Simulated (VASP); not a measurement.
# Ge (P6_3/mmc) in VASP: further runs, part 2 of 2

VASP 6.6.1. Earlier steps stand in the parts before.

## (3) Single point, PBEsol (volume scaled by 0.94)

File INCAR:

```
PREC     = Accurate       # precision mode
ENCUT    = 520            # plane-wave cutoff, eV
EDIFF    = 1E-6           # SCF threshold, eV
ISMEAR   = -1             # smearing method
SIGMA    = 0.05           # smearing width, eV
LREAL    = F              # projectors in reciprocal space
LASPH    = T              # aspherical terms in the spheres
NELM     = 60             # most SCF steps
ALGO     = Normal         # electronic algorithm
ISIF     = 2              # what is computed and relaxed
LWAVE    = F              # write WAVECAR
LCHARG   = F              # write CHGCAR
GGA      = PS             # functional
NBANDS   = 66             # bands
```

File KPOINTS:

```
Automatic mesh
0
Gamma
  8 8 2
```

File POSCAR:

```
Ge
1.0
    3.9213967090      0.0000000000      0.0000000000
   -1.9606983545      3.3960291683      0.0000000000
    0.0000000000      0.0000000000     12.8881272765
Ge
8
Direct
    0.3333333333      0.6666666667      0.1559415700
    0.6666666667      0.3333333333      0.8440584300
    0.6666666667      0.3333333333      0.6559415700
    0.3333333333      0.6666666667      0.3440584300
    0.0000000000      0.0000000000      0.0931488400
    0.0000000000      0.0000000000      0.9068511600
    0.0000000000      0.0000000000      0.5931488400
    0.0000000000      0.0000000000      0.4068511600
```

Potentials or basis: VASP PAW PBE potentials, release 64 (Ge_d).

Command:

```bash
> cat potpaw_PBE.64/Ge_d/POTCAR > POTCAR
> mpirun -np 1 vasp_std > vasp.out
```

OUTCAR:

```text
PREC = Accurate
   ENCUT = 520
   EDIFF = 1E-6
   ISMEAR = -1
   LREAL = F
   LASPH = T
   NELM = 60
   ISIF = 2
   GGA = PS

 ion  position               nearest neighbor table
   1  0.333  0.667  0.156-   5 2.40   5 2.40   5 2.40   4 2.42
   2  0.667  0.333  0.844-   6 2.40   6 2.40   6 2.40   3 2.42
   3  0.667  0.333  0.656-   7 2.40   7 2.40   7 2.40   2 2.42
   4  0.333  0.667  0.344-   8 2.40   8 2.40   8 2.40   1 2.42
   5  0.000  0.000  0.093-   6 2.40   1 2.40   1 2.40   1 2.40
   6  0.000  0.000  0.907-   5 2.40   2 2.40   2 2.40   2 2.40
   7  0.000  0.000  0.593-   8 2.40   3 2.40   3 2.40   3 2.40
   8  0.000  0.000  0.407-   7 2.40   4 2.40   4 2.40   4 2.40

  LATTYP: Found a hexagonal cell.
 ALAT       =     3.9213967090
 C/A-ratio  =     3.2866165382

  Lattice vectors:

 A1 = (   3.9213967090,   0.0000000000,   0.0000000000)
 A2 = (  -1.9606983545,   3.3960291683,   0.0000000000)
 A3 = (   0.0000000000,   0.0000000000,  12.8881272765)

Analysis of symmetry for initial positions (statically):
[... 186 lines left out ...]
 fundamental gap:      0.1103965159
 Fermi energy:         5.5551566544

 k-point     1 :       0.0000    0.0000    0.0000
  band No.  band energies     occupation
      1     -19.4885      2.00000
      2     -19.4885      2.00000
      3     -19.4781      2.00000
      4     -19.4781      2.00000
      5     -19.4728      2.00000
      6     -19.4728      2.00000
[... 1369 lines left out ...]
     65      10.8406      0.00000
     66      10.8450      0.00000

------------------------ aborting loop because EDIFF is reached ----------------------------------------

  FORCE on cell =-STRESS in cart. coord.  units (eV):
  Direction    XX          YY          ZZ          XY          YZ          ZX
  --------------------------------------------------------------------------------------
  -------------------------------------------------------------------------------------
  Total        5.0882789      5.0882789      4.8158626      0.0000000      0.0000000      0.0000000
  in kB       47.4984547     47.4984547     44.9554823      0.0000000      0.0000000      0.0000000
  external PRESSURE =      46.6507972 kB  Pullay stress =       0.0000000 kB

 VOLUME and BASIS-vectors are now :
 -----------------------------------------------------------------------------
  energy-cutoff  :      520.00
  volume of cell :      171.63
      direct lattice vectors                 reciprocal lattice vectors
     3.921396709  0.000000000  0.000000000     0.255011179  0.147230773  0.000000000
    -1.960698355  3.396029168  0.000000000     0.000000000  0.294461546  0.000000000
     0.000000000  0.000000000 12.888127277     0.000000000  0.000000000  0.077590792

 POSITION                                       TOTAL-FORCE (eV/Angst)
 -----------------------------------------------------------------------------------
     -0.00000      2.26402      2.00979         0.000000     -0.000000      0.010599
      1.96070      1.13201     10.87833         0.000000      0.000000     -0.010599
      1.96070      1.13201      8.45386        -0.000000      0.000000      0.010599
     -0.00000      2.26402      4.43427        -0.000000     -0.000000     -0.010599
      0.00000      0.00000      1.20051        -0.000000     -0.000000      0.003943
      0.00000      0.00000     11.68761        -0.000000      0.000000     -0.003943
      0.00000      0.00000      7.64458         0.000000      0.000000      0.003943
      0.00000      0.00000      5.24355         0.000000      0.000000     -0.003943
 -----------------------------------------------------------------------------------
    total drift:                                0.000000      0.000000      0.000000

  FREE ENERGIE OF THE ION-ELECTRON SYSTEM (eV)
  ---------------------------------------------------
  free  energy   TOTEN  =       -39.2710996397 eV

  energy  without entropy=      -39.2690127248  energy(sigma->0) =      -39.27005618
```

OSZICAR:

```text
N       E                     dE             d eps       ncg     rms          rms(c)
DAV:   1     0.139285745517E+04    0.13929E+04   -0.50723E+04  3048   0.476E+03
DAV:   2     0.244211424986E+03   -0.11486E+04   -0.11151E+04  2640   0.112E+03
DAV:   3    -0.125538183261E+02   -0.25677E+03   -0.24605E+03  2706   0.274E+02
DAV:   4    -0.389668987199E+02   -0.26413E+02   -0.25488E+02  3056   0.935E+01
DAV:   5    -0.399569151403E+02   -0.99002E+00   -0.98269E+00  2968   0.198E+01    0.715E+00
DAV:   6    -0.394916745241E+02    0.46524E+00   -0.45485E-01  3014   0.404E+00    0.398E+00
DAV:   7    -0.392643908800E+02    0.22728E+00   -0.30862E-01  2896   0.483E+00    0.369E-01
DAV:   8    -0.392694364576E+02   -0.50456E-02   -0.46995E-02  3256   0.553E+00    0.213E-01
DAV:   9    -0.392707742849E+02   -0.13378E-02   -0.62593E-03  4450   0.163E+00    0.899E-02
DAV:  10    -0.392710250603E+02   -0.25078E-03   -0.88928E-04  3976   0.632E-01    0.222E-02
DAV:  11    -0.392710984776E+02   -0.73417E-04   -0.74329E-04  2948   0.284E-01    0.132E-02
DAV:  12    -0.392710993793E+02   -0.90165E-06   -0.63110E-05  3314   0.480E-01    0.643E-03
DAV:  13    -0.392711005989E+02   -0.12196E-05   -0.10790E-05  3624   0.576E-02    0.420E-03
DAV:  14    -0.392710996397E+02    0.95924E-06   -0.10487E-06  1582   0.131E-01
   1 F= -.39271100E+02 E0= -.39270056E+02  d E =-.208691E-02
```

It took 2.5 min on 1 thread of Intel Xeon Platinum 8559C (Emerald Rapids), shared host; peak memory 0.36 GiB.

What came out:

```yaml
Free_energy: -39.2711 eV
Pressure: 4.7 GPa
Largest_force: 0.011 eV/Å
Band_gap_on_the_k_mesh: 0.11 eV, direct
```

Forces in eV/Å, atoms in the order of the input:
```
Ge   0.000  0.000  0.011
Ge   0.000  0.000 -0.011
Ge   0.000  0.000  0.011
Ge   0.000  0.000 -0.011
Ge   0.000  0.000  0.004
Ge   0.000  0.000 -0.004
Ge   0.000  0.000  0.004
Ge   0.000  0.000 -0.004
```

Caveat: the PAW data sets were made with another functional, which shifts forces and pressure a little. A k mesh can miss the band edges.

## (4) Single point, PBEsol (volume scaled by 0.96)

File INCAR:

```
SYSTEM = Ge
ALGO     = Normal         ! electronic algorithm
EDIFF    = 1E-6           ! SCF threshold, eV
ENCUT    = 520            ! plane-wave cutoff, eV
GGA      = PS             ! functional
ISIF     = 2              ! what is computed and relaxed
ISMEAR   = -1             ! smearing method
LASPH    = .TRUE.         ! aspherical terms in the spheres
LCHARG   = .FALSE.        ! write CHGCAR
LREAL    = .FALSE.        ! projectors in reciprocal space
LWAVE    = .FALSE.        ! write WAVECAR
NBANDS   = 66             ! bands
NELM     = 100            ! most SCF steps
PREC     = Accurate       ! precision mode
SIGMA    = 0.05           ! smearing width, eV
```

File KPOINTS:

```
k-points
0
G
  8 8 2
  0 0 0
```

POSCAR: that of step 3 with these lines changed.

```diff
@@ -2,5 +2,5 @@
 1.0
-    3.9213967090      0.0000000000      0.0000000000
-   -1.9606983545      3.3960291683      0.0000000000
-    0.0000000000      0.0000000000     12.8881272765
+    3.9490130887      0.0000000000      0.0000000000
+   -1.9745065443      3.4199456547      0.0000000000
+    0.0000000000      0.0000000000     12.9788917266
 Ge
```

Command:

```bash
> cat potpaw_PBE.64/Ge_d/POTCAR > POTCAR
> mpirun -np 1 vasp_std > vasp.out
```

Wall time 3.1 min (1 thread of Intel Xeon Platinum 8559C (Emerald Rapids), shared host); peak memory 0.37 GiB.

It converged, with:

```yaml
Free_energy: -39.3582 eV
Pressure: 2.9 GPa
Largest_force: 0.007 eV/Å
Band_gap_on_the_k_mesh: 0.05 eV, direct
```

Forces on the atoms (eV/Å):
```
Ge   0.000  0.000  0.003
Ge   0.000  0.000 -0.003
Ge   0.000  0.000  0.003
Ge   0.000  0.000 -0.003
Ge   0.000  0.000  0.007
Ge   0.000  0.000 -0.007
Ge   0.000  0.000  0.007
Ge   0.000  0.000 -0.007
```

Stress tensor (GPa, compression positive):
```
2.97 0.00 0.00
0.00 2.97 0.00
0.00 0.00 2.70
```

Levels at points of the mesh, in eV from the valence-band top:
| k point | band 52 | band 53 | band 54 | band 55 | band 56 | band 57 | band 58 | band 59 | band 60 | band 61 |
| --- | --- | --- | --- | --- | --- | --- | --- | --- | --- | --- |
| (0.00, 0.00, 0.00) | -0.92 | -0.92 | -0.17 | 0.00 | 0.00 | 0.05 | 0.26 | 0.54 | 0.88 | 2.33 |
| (0.50, 0.00, 0.00) | -2.59 | -2.57 | -2.57 | -1.97 | -1.55 | 0.20 | 0.27 | 0.45 | 1.31 | 1.62 |
| (0.00, 0.00, 0.50) | -1.41 | -0.36 | -0.36 | -0.36 | -0.36 | 0.20 | 0.20 | 1.27 | 1.27 | 2.73 |
| (0.50, 0.00, 0.50) | -3.09 | -2.78 | -2.78 | -1.91 | -1.91 | 0.54 | 0.54 | 1.27 | 1.27 | 2.13 |

Caveat: the PAW data sets were made with another functional, which shifts forces and pressure a little. A k mesh can miss the band edges.

## (5) Summary

```csv
cell,gap on the mesh (eV),pressure (GPa),largest force (eV/Å)
"a = 4.082, b = 4.082, c = 13.415 Å, angles 90.0, 90.0, 120.0°, 8 atoms",-,-3.5,0.03
"a = 3.921, b = 3.921, c = 12.888 Å, angles 90.0, 90.0, 120.0°, 8 atoms",0.11,4.7,0.01
"a = 3.949, b = 3.949, c = 12.979 Å, angles 90.0, 90.0, 120.0°, 8 atoms",0.05,2.9,0.01
```

Alike in all rows: task single point; level PBEsol; potentials or basis VASP PAW PBE potentials, release 64 (Ge_d); no spin polarisation; k mesh 8 × 8 × 2; cutoff (eV) 520; smearing fermi-dirac 0.05 eV.

Caveats: the PAW data sets were made with another functional, which shifts forces and pressure a little.

Total energies depend on the potentials used, so only differences within one code and one set of settings carry meaning.
